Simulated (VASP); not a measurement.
AlP, 2 atoms in the cell. It takes space group F-43m (No. 216, cubic). The conventional cell has a = 5.470 Å, b = 5.470 Å, c = 5.470 Å, α = 90.00°, β = 90.00°, γ = 90.00°. Al (site symmetry -43m) has 4 P at 2.37 Å within 3.1 Å. Within 3.1 Å of P (site symmetry -43m) lie 4 Al at 2.37 Å. 

```yaml
Program: VASP 6.6.1
Task: single point
Functional: r2SCAN
Potentials_or_basis: VASP PAW PBE potentials, release 64 (Al, P)
Cutoff: 550 eV
k_mesh: 8 × 8 × 8
Occupations: gaussian, width 0.02 eV
Spin: no spin polarisation
Dipole_correction: no
Further_INCAR_settings: ALGO = Normal; EDIFF = 1e-06; NBANDS = 11
```

Potentials or basis: VASP PAW PBE potentials, release 64 (Al, P).

Launch:

```bash
$ cat potpaw_PBE.64/Al/POTCAR potpaw_PBE.64/P/POTCAR > POTCAR
$ cp INCAR.step1 INCAR
$ mpirun -np 1 vasp_std > vasp.out
$ cp INCAR.step2 INCAR
$ mpirun -np 1 vasp_std > vasp.out
```

Hardware: 1 thread of Intel(R) Xeon(R) Platinum 8488C (Sapphire Rapids) (shared host).

**Question.** How long does it take, and how much memory?

**Answer.** Wall time 68 s on 1 thread of Intel(R) Xeon(R) Platinum 8488C (Sapphire Rapids), with other jobs on the host, peak memory 0.16 GiB. Counts: k points 29.
